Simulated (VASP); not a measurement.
# TlCl (Pm-3m) in VASP: single point with PBEsol

Aim: the single point of TlCl with PBEsol.

All numbers are computed with VASP 6.6.1; they aren't measurements. Logs are shortened: lines on timing, memory, paths and dates and some standing lists are left out, and cuts for length are marked.

### 1 The cell of the first run

The structure is cubic, space group Pm-3m (No. 221). Conventional cell: a = 3.834 Å, b = 3.834 Å, c = 3.834 Å, α = 90.00°, β = 90.00°, γ = 90.00°. Tl (site symmetry m-3m) has 8 Cl at 3.32 Å and 6 Tl at 3.83 Å within 4.4 Å. Cl (site symmetry m-3m) has 8 Tl at 3.32 Å and 6 Cl at 3.83 Å within 4.4 Å.

### 2 Single point, PBEsol

File INCAR:

```
PREC     = Accurate       # precision mode
ENCUT    = 500            # plane-wave cutoff, eV
EDIFF    = 1E-6           # SCF threshold, eV
ISMEAR   = 0              # smearing method
SIGMA    = 0.1            # smearing width, eV
LREAL    = False          # projectors in reciprocal space
LASPH    = True           # aspherical terms in the spheres
NELM     = 120            # most SCF steps
ALGO     = Normal         # electronic algorithm
ISIF     = 2              # what is computed and relaxed
LWAVE    = False          # write WAVECAR
LCHARG   = True           # write CHGCAR
GGA      = PS             # functional
LELF     = True           # ELF
LVHAR    = True         
NBANDS   = 94             # bands
ISYM     = 0            
GGA_COMPAT= False
```

File KPOINTS:

```
Automatic mesh
0
Gamma
  2 2 2
  0.5 0.5 0.5
```

File POSCAR:

```
TlCl
1.0
    7.6680000000      0.0000000000      0.0000000000
    0.0000000000     -7.6680000000      0.0000000000
    0.0000000000      0.0000000000     -7.6680000000
Tl Cl
8 8
Direct
    0.0000000000      0.5000000000      0.5000000000
    0.0000000000      0.5000000000      0.0000000000
    0.0000000000      0.0000000000      0.5000000000
    0.0000000000      0.0000000000      0.0000000000
    0.5000000000      0.5000000000      0.5000000000
    0.5000000000      0.5000000000      0.0000000000
    0.5000000000      0.0000000000      0.5000000000
    0.5000000000      0.0000000000      0.0000000000
    0.2500000000      0.2500000000      0.2500000000
    0.2500000000      0.2500000000      0.7500000000
    0.2500000000      0.7500000000      0.2500000000
    0.2500000000      0.7500000000      0.7500000000
    0.7500000000      0.2500000000      0.2500000000
    0.7500000000      0.2500000000      0.7500000000
    0.7500000000      0.7500000000      0.2500000000
    0.7500000000      0.7500000000      0.7500000000
```

Potentials or basis: VASP PAW PBE potentials, release 64 (Tl_d, Cl).

Started as:

```bash
$ cat potpaw_PBE.64/Tl_d/POTCAR potpaw_PBE.64/Cl/POTCAR > POTCAR
$ mpirun -np 1 vasp_std > vasp.out
```

OUTCAR:

```text
PREC = Accurate
   ENCUT = 500
   EDIFF = 1E-6
   ISMEAR = 0
   LREAL = False
   LASPH = True
   NELM = 120
   ISIF = 2
   GGA = PS
   ISYM = 0

 ion  position               nearest neighbor table
   1  0.000  0.500  0.500-   9 3.32  10 3.32  11 3.32  12 3.32  13 3.32  14 3.32  15 3.32  16 3.32
                             5 3.83   2 3.83   3 3.83   2 3.83   3 3.83   5 3.83
   2  0.000  0.500  0.000-   9 3.32  10 3.32  11 3.32  12 3.32  13 3.32  14 3.32  15 3.32  16 3.32
                             6 3.83   1 3.83   4 3.83   1 3.83   4 3.83   6 3.83
   3  0.000  0.000  0.500-   9 3.32  10 3.32  11 3.32  12 3.32  13 3.32  14 3.32  15 3.32  16 3.32
                             7 3.83   1 3.83   4 3.83   4 3.83   1 3.83   7 3.83
   4  0.000  0.000  0.000-   9 3.32  10 3.32  11 3.32  12 3.32  13 3.32  14 3.32  15 3.32  16 3.32
                             8 3.83   2 3.83   3 3.83   3 3.83   2 3.83   8 3.83
   5  0.500  0.500  0.500-   9 3.32  10 3.32  11 3.32  12 3.32  13 3.32  14 3.32  15 3.32  16 3.32
                             7 3.83   1 3.83   6 3.83   6 3.83   7 3.83   1 3.83
   6  0.500  0.500  0.000-   9 3.32  10 3.32  11 3.32  12 3.32  13 3.32  14 3.32  15 3.32  16 3.32
                             8 3.83   2 3.83   5 3.83   5 3.83   8 3.83   2 3.83
   7  0.500  0.000  0.500-   9 3.32  10 3.32  11 3.32  12 3.32  13 3.32  14 3.32  15 3.32  16 3.32
                             8 3.83   3 3.83   5 3.83   8 3.83   5 3.83   3 3.83
   8  0.500  0.000  0.000-   9 3.32  10 3.32  11 3.32  12 3.32  13 3.32  14 3.32  15 3.32  16 3.32
                             7 3.83   4 3.83   6 3.83   7 3.83   6 3.83   4 3.83
   9  0.250  0.250  0.250-   1 3.32   2 3.32   3 3.32   4 3.32   5 3.32   6 3.32   7 3.32   8 3.32

  10  0.250  0.250  0.750-   1 3.32   2 3.32   3 3.32   4 3.32   5 3.32   6 3.32   7 3.32   8 3.32

  11  0.250  0.750  0.250-   1 3.32   2 3.32   3 3.32   4 3.32   5 3.32   6 3.32   7 3.32   8 3.32

  12  0.250  0.750  0.750-   1 3.32   2 3.32   3 3.32   4 3.32   5 3.32   6 3.32   7 3.32   8 3.32

  13  0.750  0.250  0.250-   1 3.32   2 3.32   3 3.32   4 3.32   5 3.32   6 3.32   7 3.32   8 3.32

  14  0.750  0.250  0.750-   1 3.32   2 3.32   3 3.32   4 3.32   5 3.32   6 3.32   7 3.32   8 3.32

  15  0.750  0.750  0.250-   1 3.32   2 3.32   3 3.32   4 3.32   5 3.32   6 3.32   7 3.32   8 3.32

  16  0.750  0.750  0.750-   1 3.32   2 3.32   3 3.32   4 3.32   5 3.32   6 3.32   7 3.32   8 3.32

IMPORTANT INFORMATION: All symmetrisations will be switched off!
NOSYMM: (Re-)initialisation of all symmetry stuff for point group C_1.

----------------------------------------------------------------------------------------

                                     Primitive cell

  volume of cell :     450.8648

  direct lattice vectors                    reciprocal lattice vectors
     7.668000000  0.000000000  0.000000000     0.130412102  0.000000000  0.000000000
     0.000000000 -7.668000000  0.000000000     0.000000000 -0.130412102  0.000000000
     0.000000000  0.000000000 -7.668000000     0.000000000  0.000000000 -0.130412102

  length of vectors
     7.668000000  7.668000000  7.668000000     0.130412102  0.130412102  0.130412102

  position of ions in fractional coordinates (direct lattice)
     0.000000000  0.500000000  0.500000000
     0.000000000  0.500000000  0.000000000
     0.000000000  0.000000000  0.500000000
     0.000000000  0.000000000  0.000000000
     0.500000000  0.500000000  0.500000000
     0.500000000  0.500000000  0.000000000
[... 8 lines left out ...]
     0.750000000  0.750000000  0.250000000
     0.750000000  0.750000000  0.750000000

  ion indices of the primitive-cell ions
   primitive index   ion index
                 1           1
                 2           2
                 3           3
                 4           4
                 5           5
                 6           6
[... 8 lines left out ...]
                15          15
                16          16

----------------------------------------------------------------------------------------

 KPOINTS: Automatic mesh

Automatic generation of k-mesh.
 Grid dimensions read from file:
 generate k-points for:    2    2    2

 Generating k-lattice:

  Cartesian coordinates                     Fractional coordinates (reciprocal lattice)
     0.065206051  0.000000000  0.000000000     0.500000000  0.000000000  0.000000000
     0.000000000 -0.065206051  0.000000000     0.000000000  0.500000000  0.000000000
     0.000000000  0.000000000 -0.065206051     0.000000000  0.000000000  0.500000000

  Length of vectors
     0.065206051  0.065206051  0.065206051

  Shift w.r.t. Gamma in fractional coordinates (k-lattice)
     0.500000000  0.500000000  0.500000000

 Subroutine IBZKPT returns following result:
 ===========================================

 Found      4 irreducible k-points:

 Following reciprocal coordinates:
            Coordinates               Weight
  0.250000  0.250000  0.250000      2.000000
 -0.250000  0.250000  0.250000      2.000000
 -0.250000 -0.250000  0.250000      2.000000
  0.250000 -0.250000  0.250000      2.000000
   k-points           NKPTS =      4   k-points in BZ     NKDIM =      4   number of bands    NBANDS=     94
   number of dos      NEDOS =    301   number of ions     NIONS =     16
   total plane-waves  NPLWV = 175616
   dimension x,y,z NGX =    56 NGY =   56 NGZ =   56
   dimension x,y,z NGXF=   112 NGYF=  112 NGZF=  112
   ions per type =               8   8
   NGX,Y,Z   is equivalent  to a cutoff of  12.14, 12.14, 12.14 a.u.
   NGXF,Y,Z  is equivalent  to a cutoff of  24.28, 24.28, 24.28 a.u.
 SYSTEM =  unknown system
   PREC   = accura    normal or accurate (medium, high low for compatibility)
   ISTART =      0    job   : 0-new  1-cont  2-samecut
   ICHARG =      2    charge: 1-file 2-atom 10-const
   ISPIN  =      1    spin polarized calculation?
   LNONCOLLINEAR =      F non collinear calculations
   LSORBIT =      F    spin-orbit coupling
   LASPH  =      T    aspherical Exc in radial PAW
   ENCUT  =  500.0 eV  36.75 Ry    6.06 a.u.  13.98 13.98 13.98*2*pi/ulx,y,z
   NELM   =    120;   NELMIN=  2; NELMDL= -5     # of ELM steps
   EDIFF  = 0.1E-05   stopping-criterion for ELM
   LREAL  =      F    real-space projection
   EDIFFG = 0.1E-04   stopping-criterion for IOM
   NSW    =      0    number of steps for IOM
   IBRION =     -1    ionic relax: 0-MD 1-quasi-New 2-CG
   NFREE  =      0    steps in history (QN), initial steepest desc. (CG)
   ISIF   =      2    stress and relaxation
   ISYM   =      0    0-nonsym 1-usesym 2-fastsym
   POTIM  = 0.5000    time-step for ionic-motion
   TEBEG  =    0.0;   TEEND  =   0.0 temperature during run
   PSTRESS=    0.0 pullay stress
   NELECT =     160.0000    total number of electrons
   NUPDOWN=      -1.0000    fix difference up-down
   EMIN   =  10.00;   EMAX   =-10.00  energy-range for DOS
   EFERMI =   0.00;   METHOD = LEGACY
   ISMEAR =     0;   SIGMA  =   0.10  broadening in eV -4-tet -1-fermi 0-gaus
   EFERMI_NEDOS =   21; number of points for ismear=-14 and -15
   IALGO  =     38    algorithm
   IMIX   =      4    mixing-type and parameters
     AMIX     =   0.40;   BMIX     =  1.00
     AMIX_MAG =   1.60;   BMIX_MAG =  1.00
  volume/ion in A,a.u.               =      28.18       190.16
  Fermi-wavevector in a.u.,A,eV,Ry     =   1.159043  2.190273 18.277790  1.343380
  Thomas-Fermi vector in A             =   2.295639
   LORBIT       =      0    0 simple, 1 ext, 2 COOP (PROOUT), +10 PAW based schemes
   GGA     = PS    functional components
   LHFCALC =     F    Hartree Fock is set to
   AEXX    =    0.0000 exact exchange contribution
   IVDW    =     0    specifies the selected vdW correction
   LEPSILON=     F    determine dielectric tensor
   LRPA    =     F    only Hartree local field effects (RPA)
 non-spin polarized calculation
 Gauss-broadening in eV      SIGMA  =   0.10
  energy-cutoff  :      500.00
  volume of cell :      450.86
 maximum number of plane-waves:     11452
   NGX = 27   NGY = 27   NGZ = 27

 number of electron     159.9999947 magnetization

 Free energy of the ion-electron system (eV)
  ---------------------------------------------------
  ext. energy  EPLUGINS =         0.00000000
  ---------------------------------------------------
  free energy    TOTEN  =       -51.68071083 eV

  energy without entropy =      -51.68071083  energy(sigma->0) =      -51.68071083

 E-fermi :   2.7081     XC(G=0):  -9.3691

 val. band max:        2.1878564056   @ k =  -0.2500  -0.2500   0.2500
 cond. band min:       5.7229890707   @ k =   0.2500   0.2500   0.2500
 fundamental gap:      3.5351326650
 Fermi energy:         2.7081099090

 k-point     1 :       0.2500    0.2500    0.2500
  band No.  band energies     occupation
      1     -11.0686      2.00000
      2     -10.9105      2.00000
      3     -10.9105      2.00000
      4     -10.9105      2.00000
      5     -10.8113      2.00000
      6     -10.8113      2.00000
[... 84 lines left out ...]
     91       7.2468      0.00000
     92       7.2468      0.00000

 k-point     2 :      -0.2500    0.2500    0.2500
  band No.  band energies     occupation
      1     -11.0686      2.00000
      2     -10.9105      2.00000
      3     -10.9105      2.00000
      4     -10.9105      2.00000
      5     -10.8113      2.00000
      6     -10.8113      2.00000
[... 84 lines left out ...]
     91       7.2468      0.00000
     92       7.2468      0.00000

 k-point     3 :      -0.2500   -0.2500    0.2500
  band No.  band energies     occupation
      1     -11.0686      2.00000
      2     -10.9105      2.00000
      3     -10.9105      2.00000
      4     -10.9105      2.00000
      5     -10.8113      2.00000
      6     -10.8113      2.00000
[... 84 lines left out ...]
     91       7.2468      0.00000
     92       7.2468      0.00000

 k-point     4 :       0.2500   -0.2500    0.2500
  band No.  band energies     occupation
      1     -11.0686      2.00000
      2     -10.9105      2.00000
      3     -10.9105      2.00000
      4     -10.9105      2.00000
      5     -10.8113      2.00000
      6     -10.8113      2.00000
[... 84 lines left out ...]
     91       7.2468      0.00000
     92       7.2468      0.00000
 [bands above 92 left out]

------------------------ aborting loop because EDIFF is reached ----------------------------------------

  FORCE on cell =-STRESS in cart. coord.  units (eV):
  Direction    XX          YY          ZZ          XY          YZ          ZX
  --------------------------------------------------------------------------------------
  -------------------------------------------------------------------------------------
  Total       -4.0381541     -4.0381503     -4.0381346      0.0000017     -0.0000018     -0.0000023
  in kB      -14.3498432    -14.3498297    -14.3497739      0.0000060     -0.0000062     -0.0000081
  external PRESSURE =     -14.3498156 kB  Pullay stress =       0.0000000 kB

 VOLUME and BASIS-vectors are now :
 -----------------------------------------------------------------------------
  energy-cutoff  :      500.00
  volume of cell :      450.86
      direct lattice vectors                 reciprocal lattice vectors
     7.668000000  0.000000000  0.000000000     0.130412102  0.000000000  0.000000000
     0.000000000 -7.668000000  0.000000000     0.000000000 -0.130412102  0.000000000
     0.000000000  0.000000000 -7.668000000     0.000000000  0.000000000 -0.130412102

 POSITION                                       TOTAL-FORCE (eV/Angst)
 -----------------------------------------------------------------------------------
      0.00000     -3.83400     -3.83400         0.000001      0.000000     -0.000001
      0.00000     -3.83400      0.00000         0.000000      0.000000     -0.000000
      0.00000      0.00000     -3.83400        -0.000000     -0.000000     -0.000001
      0.00000      0.00000      0.00000        -0.000001      0.000000      0.000001
      3.83400     -3.83400     -3.83400         0.000000      0.000000     -0.000001
      3.83400     -3.83400      0.00000         0.000000     -0.000000      0.000001
[... 8 lines left out ...]
      5.75100     -5.75100     -1.91700        -0.000000     -0.000000      0.000004
      5.75100     -5.75100     -5.75100        -0.000002     -0.000000     -0.000003
 -----------------------------------------------------------------------------------
    total drift:                               -0.000002      0.000001      0.000000

  FREE ENERGIE OF THE ION-ELECTRON SYSTEM (eV)
  ---------------------------------------------------
  free  energy   TOTEN  =       -51.6807108273 eV

  energy  without entropy=      -51.6807108273  energy(sigma->0) =      -51.68071083
```

Run time: 5.5 min. Hardware: 1 thread of Intel Xeon Platinum 8259CL at 2.50GHz (Skylake/Cascade Lake), shared host; peak memory 0.45 GiB.

What came out:

* Free energy: -51.6807 eV
* Pressure: -1.4 GPa
* Band gap on the k mesh: 3.54 eV

Caveat: the PAW data sets were made with another functional, which shifts forces and pressure a little; spin-orbit coupling is left out, which moves the levels of the heavy elements. A k mesh can miss the band edges.
